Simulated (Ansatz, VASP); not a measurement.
**Two plane-wave programs on MgO**

The input INCAR:

```
PREC     = Accurate       # precision mode
ENCUT    = 520            # plane-wave cutoff, eV
EDIFF    = 1E-7           # SCF threshold, eV
ISMEAR   = 0              # smearing method
SIGMA    = 0.05           # smearing width, eV
LREAL    = F              # projectors in reciprocal space
LASPH    = T              # aspherical terms in the spheres
NELM     = 60             # most SCF steps
ALGO     = Normal         # electronic algorithm
ISIF     = 2              # what is computed and relaxed
LWAVE    = F              # write WAVECAR
LCHARG   = F              # write CHGCAR
GGA      = PS             # functional
NBANDS   = 11             # bands
```

Contents of KPOINTS:

```
regular mesh
0
Gamma
  10 10 10
```

POSCAR

```
MgO
1.0
    0.0000000000      2.1347847086      2.1347847086
    2.1347847086      0.0000000000      2.1347847086
    2.1347847086      2.1347847086      0.0000000000
Mg O
1 1
Direct
    0.0000000000      0.0000000000      0.0000000000
    0.5000000000      0.5000000000      0.5000000000
```

Input for Ansatz:

```yaml
crystal:
  lattice:
    - [0.0, 2.1347847086, 2.1347847086]
    - [2.1347847086, 0.0, 2.1347847086]
    - [2.1347847086, 2.1347847086, 0.0]
  atoms:
    - { symbol: Mg, position: [0.0, 0.0, 0.0] }
    - { symbol: O, position: [0.5, 0.5, 0.5] }
basis:
  ecutwfc: 420
  ecutrho_ratio: 4
kpoints:
  mp_grid: { grid: [10, 10, 10] }
hamiltonian:
  xc: pbesol
scf:
  occupations: { method: gaussian, width: 0.05 }
output:
  forces: true
  stress: true
  eigenvalues: true
```

Alike in both runs: task single point; functional PBEsol; k mesh 10 × 10 × 10; occupations gaussian, width 0.05 eV; no spin polarisation.

|  | VASP | Ansatz |
| --- | --- | --- |
| version | VASP 6.6.1 | Ansatz 0.2.0 |
| potentials or method | VASP PAW PBE potentials, release 64 (Mg, O), cutoff 520 eV | scalar-relativistic, plane waves, PAW |
| valence electrons in the cell | 8 | 16 |

```tsv
	VASP	Ansatz	Ansatz less VASP
gap on the k mesh at the Fermi level (eV)	4.25	4.25	0.000
least direct gap on the mesh (eV)	4.25	4.25	0.000
pressure (GPa)	-6.2	-5.7	+0.55
```

VASP's potentials were made for PBE, not for PBEsol. VASP's potentials hold 8 valence electrons a cell and Ansatz's 16, so a difference there can come from the potentials and not from the codes.
